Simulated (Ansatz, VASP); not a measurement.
Two plane-wave programs on Al3Pd

```
Al Pd
1.0
    -2.01815    2.42771    4.09454
     2.01815   -2.42771    4.09454
     2.01815    2.42771   -4.09454
Al Pd
3 1
Direct
  0.00000 0.00000 0.00000
  0.68207 0.68207 0.00000
  0.31793 0.31793 0.00000
  0.50000 0.00000 0.50000
```

Alike in both runs: task single point; functional PBE; k mesh 6 × 6 × 6; occupations gaussian, width 0.1 eV; collinear spin.

```csv
,VASP,Ansatz
version,VASP 6.6.1,Ansatz 0.2.0
potentials or method,"VASP PAW PBE potentials, release 64 (Al, Pd), cutoff 520 eV","scalar-relativistic, plane waves, PAW"
valence electrons in the cell,19,27
```

|  | VASP | Ansatz | Ansatz less VASP |
| --- | --- | --- | --- |
| gap on the k mesh at the Fermi level (eV) | none | none | - |
| pressure (GPa) | -0.2 | -0.2 | +0.02 |
| traceless stress, the component that is largest in VASP (GPa) | -0.18 | -0.16 | +0.012 |
| rms of the force components (eV/Å) | 0.010 | 0.008 | -0.0014 |
| net moment per atom (μB) | 0.00 | 0.00 | 0.000 |

Atom by atom the forces differ by 0.001 eV/Å (rms over components). A gap of «none» marks a metal or a gap that the smearing closes. VASP's potentials hold 19 valence electrons a cell and Ansatz's 27, so a difference there can come from the potentials and not from the codes. Ansatz's warnings: seeded moment not kept.
